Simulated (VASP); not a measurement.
## Si: single point with BLYP

Si:

```xyz
1
Lattice="0.0000 1.9975 1.9975 1.9975 0.0000 1.9975 1.9975 1.9975 0.0000" Properties=species:S:1:pos:R:3 pbc="T T T"
Si    0.0000    0.0000    0.0000
```

This cell differs from its parent crystal: volume scaled by 0.96.

- Program: VASP 6.6.1
- Task: single point
- Functional: BLYP
- Potentials or basis: VASP PAW PBE potentials, release 64 (Si)
- Cutoff: 520 eV
- k mesh: 15 × 15 × 15
- Occupations: fermi-dirac, width 0.1 eV
- Spin: no spin polarisation
- Dipole correction: no
- Further INCAR settings: ALGO = Normal; EDIFF = 1e-06; NBANDS = 8

```
Pressure               : 2.7 GPa
Band gap on the k mesh : zero (band 2 reaches 19.16 eV, above the bottom of band 3 at 6.75 eV)
```

Levels at points of the mesh, in eV from the Fermi level:
```tsv
k point	band 1	band 2	band 3	band 4	band 5	band 6	band 7
(0.00, 0.00, 0.00)	-13.56	9.73	9.73	9.73	11.59	11.59	11.59
```

Wall time 9.6 s on 1 thread of Intel Xeon 6975P-C, on a shared host, peak memory 0.14 GiB.

Caveat: the PAW data sets were made with another functional, which shifts forces and pressure a little.
